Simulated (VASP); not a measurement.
A run of VASP 6.6.1:

The input INCAR:

```
SYSTEM = Cs
  PREC = Accurate
  ENCUT = 520
  EDIFF = 1E-7
  ISMEAR = -1
  SIGMA = 0.1
  LREAL = .False.
  LASPH = .True.
  NELM = 60
  ALGO = Normal
  ISIF = 2
  LWAVE = .False.
  LCHARG = .False.
  GGA = RP
  NBANDS = 10
```

KPOINTS

```
regular mesh
0
Gamma
  7 7 7
  0 0 0
```

POSCAR

```
Cs
1.0
    5.0855930722      0.0000000000      0.0000000000
    0.0000000000      5.0855930722      0.0000000000
    0.0000000000      0.0000000000      5.0855930722
Cs
1
Direct
    0.0000000000      0.0000000000      0.0000000000
```

Potentials or basis: VASP PAW PBE potentials, release 64 (Cs_sv).

Launch:

```bash
$ cat potpaw_PBE.64/Cs_sv/POTCAR > POTCAR
$ mpirun -np 1 vasp_std > vasp.out
```

Hardware: 1 thread of Intel(R) Xeon(R) Platinum 8488C (Sapphire Rapids) (shared host).

Task: Estimate the wall time of this run.

Result: It took 23 s on 1 thread of Intel(R) Xeon(R) Platinum 8488C (Sapphire Rapids), on a shared host, peak memory 0.23 GiB. Counts: scf iterations 13, k points 20.
